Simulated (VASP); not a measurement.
Wanted: the native input for a VASP 6.6.1 run.

- Task: single point
- Functional: HSE06
- Potentials or basis: VASP PAW PBE potentials, release 64 (Li_sv, Cl)
- Cutoff: 520 eV
- k mesh: 6 × 6 × 6
- Occupations: gaussian, width 0.01 eV
- Spin: no spin polarisation
- Dipole correction: no
- Grid for exact exchange (PRECFOCK): Normal
- Further INCAR settings: ALGO = Normal; EDIFF = 1e-07; NBANDS = 12
- Share of exact exchange: 0.25
- Screening parameter: 0.2079 1/Å

Crystal: LiCl.

```
CELL_PARAMETERS angstrom
3.27112 0.05234 0.00000
0.05234 3.27112 0.00000
0.00000 0.00000 3.27112
ATOMIC_POSITIONS crystal
Li 0.00000 0.00000 0.00000
Cl 0.50000 0.50000 0.50000
```

This cell differs from its parent crystal: shear xy strain +3.2%.

The input as run:

POSCAR

```
LiCl
1.0
    3.2711235254      0.0523379764      0.0000000000
    0.0523379764      3.2711235254      0.0000000000
    0.0000000000      0.0000000000      3.2711235254
Li Cl
1 1
Direct
    0.0000000000      0.0000000000      0.0000000000
    0.5000000000      0.5000000000      0.5000000000
```

INCAR.step1

```
  PREC = Accurate
  ENCUT = 520
  EDIFF = 1E-5
  ISMEAR = 0
  SIGMA = 0.01
  LREAL = False
  LASPH = True
  NELM = 100
  ALGO = Normal
  ISIF = 2
  LWAVE = True
  NBANDS = 12
  GGA = PE
```

INCAR.step2

```
  PREC = Accurate
  ENCUT = 520
  EDIFF = 1E-7
  ISMEAR = 0
  SIGMA = 0.01
  LREAL = False
  LASPH = True
  NELM = 100
  ALGO = Normal
  ISIF = 2
  LWAVE = False
  LCHARG = True
  GGA = PE
  LHFCALC = True
  HFSCREEN = 0.2079
  PRECFOCK = Normal
  LELF = True
  LVHAR = True
  NBANDS = 12
  ISTART = 1
```

KPOINTS

```
Automatic mesh
0
Gamma
  6 6 6
```

Potentials or basis: VASP PAW PBE potentials, release 64 (Li_sv, Cl).

Command:

```console
$ cat potpaw_PBE.64/Li_sv/POTCAR potpaw_PBE.64/Cl/POTCAR > POTCAR
$ cp INCAR.step1 INCAR
$ mpirun -np 1 vasp_std > vasp.out
$ cp INCAR.step2 INCAR
$ mpirun -np 1 vasp_std > vasp.out
```

Results of the run:

```yaml
Band_gap_on_the_k_mesh: 5.70 eV (least direct gap 6.45 eV)
```

Caveat: the cell differs from its parent crystal (shear xy strain +3.2%); the structure was generated, so it needn't be the stable form of LiCl.

Run time: 35 min on 1 thread of Intel Xeon 8259CL (shared host), peak memory 0.27 GiB.
